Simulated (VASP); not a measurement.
# FeO (Wuestite) (R-3m) in VASP: a series of runs, part 2 of 2

VASP 6.6.1.

## (3) Single point, PBEsol, collinear spin, ferromagnetic start (volume scaled by 1.02)

File INCAR:

```
SYSTEM = FeO
ALGO = Normal
EDIFF = 1E-6
ENCUT = 520
GGA = PS
ISIF = 2
ISMEAR = -1
ISPIN = 2
LASPH = .True.
LCHARG = .False.
LMAXMIX = 4
LORBIT = 11
LREAL = .False.
LWAVE = .False.
MAGMOM = 3 0
NBANDS = 18
NELM = 150
PREC = Accurate
SIGMA = 0.05
```

File KPOINTS:

```
k-points
0
Gamma
  11 11 11
  0 0 0
```

File POSCAR:

```
FeO
1.0
    1.5288796120      0.8826990556      2.5362637132
   -1.5288796120      0.8826990556      2.5362637132
    0.0000000000     -1.7653981111      2.5362637132
Fe O
1 1
Direct
    0.0000000000      0.0000000000      0.0000000000
    0.5000000000      0.5000000000      0.5000000000
```

Potentials or basis: VASP PAW PBE potentials, release 64 (Fe, O).

The run is started by

```bash
$ cat potpaw_PBE.64/Fe/POTCAR potpaw_PBE.64/O/POTCAR > POTCAR
$ mpirun -np 1 vasp_std > vasp.out
```

OUTCAR:

```text
SYSTEM = FeO
   EDIFF = 1E-6
   ENCUT = 520
   GGA = PS
   ISIF = 2
   ISMEAR = -1
   ISPIN = 2
   LASPH = .True.
   LORBIT = 11
   LREAL = .False.
   NELM = 150
   PREC = Accurate

 ion  position               nearest neighbor table
   1  0.000  0.000  0.000-   2 2.17   2 2.17   2 2.17   2 2.17   2 2.17   2 2.17
   2  0.500  0.500  0.500-   1 2.17   1 2.17   1 2.17   1 2.17   1 2.17   1 2.17

  LATTYP: Found a trigonal (rhomboedric) cell.
 ALAT       =     3.0901883622
 COS(alpha) =     0.5104391626

  Lattice vectors:

 A1 = (   1.5288796120,   0.8826990556,   2.5362637132)
 A2 = (  -1.5288796120,   0.8826990556,   2.5362637132)
 A3 = (   0.0000000000,  -1.7653981111,   2.5362637132)
[... 1222 lines left out ...]
 -----------------------------------------------------------------------------
  energy-cutoff  :      520.00
  volume of cell :       20.54
      direct lattice vectors                 reciprocal lattice vectors
     1.528879612  0.882699056  2.536263713     0.327036868  0.188814824  0.131426922
    -1.528879612  0.882699056  2.536263713    -0.327036868  0.188814824  0.131426922
     0.000000000 -1.765398111  2.536263713     0.000000000 -0.377629648  0.131426922

 POSITION                                       TOTAL-FORCE (eV/Angst)
 -----------------------------------------------------------------------------------
      0.00000      0.00000      0.00000         0.000000      0.000000      0.000000
      0.00000      0.00000      3.80440        -0.000000     -0.000000     -0.000000
 -----------------------------------------------------------------------------------
    total drift:                               -0.000000      0.000000     -0.000000

  FREE ENERGIE OF THE ION-ELECTRON SYSTEM (eV)
  ---------------------------------------------------
  free  energy   TOTEN  =       -15.8111439366 eV

  energy  without entropy=      -15.7990309954  energy(sigma->0) =      -15.80508747

 total charge

# of ion       s       p       d       tot
------------------------------------------
    1        0.285   0.347   6.068   6.701
    2        1.551   3.401   0.000   4.952
--------------------------------------------------
tot          1.837   3.748   6.068  11.653

 magnetization (x)

# of ion       s       p       d       tot
------------------------------------------
    1        0.026   0.020   3.568   3.615
    2        0.029   0.269   0.000   0.298
--------------------------------------------------
tot          0.056   0.289   3.568   3.913
```

It took 56 s on 1 thread of Intel Xeon Platinum 8488C (Sapphire Rapids), shared host; peak memory 0.21 GiB.

Results:

```
Free energy                                           : -15.8111 eV
Pressure                                              : -12.4 GPa
Band gap on the k mesh                                : zero (filled and empty bands overlap)
Net moment                                            : 4.00 μB per cell
Site moments                                          : Fe +3.62; O +0.30 μB
Valence electrons inside the program's atomic spheres : Fe 6.70; O 4.95
```

Caveat: the PAW data sets were made with another functional, which shifts forces and pressure a little; a cell with one magnetic atom can't hold antiferromagnetic order, which such compounds often take; semilocal functionals often make such compounds metallic where correlation or magnetic order opens a gap, which also shifts bond lengths.
